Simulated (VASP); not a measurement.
A run of VASP 6.6.1:

File INCAR:

```
SYSTEM = ZnS
PREC = Accurate ; ENCUT = 520
EDIFF = 1E-7 ; ISMEAR = -1
SIGMA = 0.02 ; LREAL = .FALSE.
LASPH = .TRUE. ; NELM = 60
ALGO = Normal ; ISIF = 2
LWAVE = .FALSE. ; LCHARG = .TRUE.
LELF = .TRUE. ; LVHAR = .TRUE.
NBANDS = 26
```

The input KPOINTS:

```
regular mesh
0
G
  12 12 4
  0 0 0
```

POSCAR

```
ZnS
1.0
    3.7382350119      0.0000000000      0.0000000000
   -1.8691175059      3.2374064856      0.0000000000
    0.0000000000      0.0000000000      6.1428292551
Zn S
2 2
Direct
    0.3333333333      0.6666666667      0.0005855535
    0.6666666667      0.3333333333      0.5005855535
    0.3333333333      0.6666666667      0.3744144465
    0.6666666667      0.3333333333      0.8744144465
```

Potentials or basis: VASP PAW LDA potentials, release 64 (Zn, S).

Launch:

```console
$ cat potpaw_LDA.64/Zn/POTCAR potpaw_LDA.64/S/POTCAR > POTCAR
$ mpirun -np 1 vasp_std > vasp.out
```

Hardware: 1 thread of Intel(R) Xeon(R) Platinum 8488C (Sapphire Rapids), on a shared host.

Problem. Estimate the wall time of this run.

Solution. It took 51 s on 1 thread of Intel(R) Xeon(R) Platinum 8488C (Sapphire Rapids), with other jobs on the host, peak memory 0.22 GiB. Counts: scf iterations 13, k points 57.
